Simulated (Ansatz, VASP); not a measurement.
**ZrC: VASP beside Ansatz**

```
Zr C
1.0
     0.00000    2.35430    2.35430
     2.35430    0.00000    2.35430
     2.35430    2.35430    0.00000
Zr C
1 1
Cartesian
  2.3543 2.3543 2.3543
  0.0000 0.0000 0.0000
```

Alike in both runs: task single point; functional PBE; k mesh 8 × 8 × 8; occupations gaussian, width 0.05 eV; no spin polarisation.

|  | VASP | Ansatz |
| --- | --- | --- |
| version | VASP 6.6.1 | Ansatz 0.2.0 |
| potentials or method | VASP PAW PBE potentials, release 64 (Zr_sv, C), cutoff 520 eV | scalar-relativistic, plane waves, PAW |
| valence electrons in the cell | 16 | 16 |

VASP gave:

```
gap on the k mesh at the Fermi level (eV) : none
pressure (GPa)                            : 0.3
```

Task: Which values does Ansatz return?

Result: gap on the k mesh at the Fermi level (eV): none; pressure (GPa): 0.0.

A gap of «none» marks a metal or a gap that the smearing closes.
